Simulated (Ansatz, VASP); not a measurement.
HfO2: VASP beside Ansatz

```
CELL_PARAMETERS angstrom
4.83078 0.00000 0.00000
0.00000 4.83078 0.00000
0.00000 0.00000 3.21018
ATOMIC_POSITIONS crystal
Hf 0.00000 0.00000 0.00000
Hf 0.50000 0.50000 0.50000
O 0.19498 0.80502 0.47321
O 0.30502 0.30502 0.00000
O 0.69498 0.69498 0.00000
O 0.80502 0.19498 0.52679
```

Change from the starting cell: mode 16 frozen in at -0.086 Å, equal normal strain along x, y and z +0.0000.

Alike in both runs: task single point; functional PBEsol; k mesh 6 × 6 × 8; occupations gaussian, width 0.05 eV; no spin polarisation.

|  | VASP | Ansatz |
| --- | --- | --- |
| version | VASP 6.6.1 | Ansatz 0.2.0 |
| potentials or method | VASP PAW PBE potentials, release 64 (Hf_pv, O), cutoff 520 eV | scalar-relativistic, plane waves, PAW |
| valence electrons in the cell | 44 | 76 |

```tsv
	VASP	Ansatz	Ansatz less VASP
gap on the k mesh at the Fermi level (eV)	3.85	3.91	+0.056
least direct gap on the mesh (eV)	3.85	3.91	+0.056
pressure (GPa)	-2.0	0.7	+2.76
traceless stress, the component that is largest in VASP (GPa)	2.98	3.08	+0.108
rms of the force components (eV/Å)	0.394	0.399	+0.0056
```

VASP's potentials were made for PBE, not for PBEsol, and Ansatz warns of the same on its side. Atom by atom the forces differ by 0.022 eV/Å (rms over components). VASP's potentials hold 44 valence electrons a cell and Ansatz's 76, so a difference there can come from the potentials and not from the codes.

Spin-orbit coupling is off throughout.
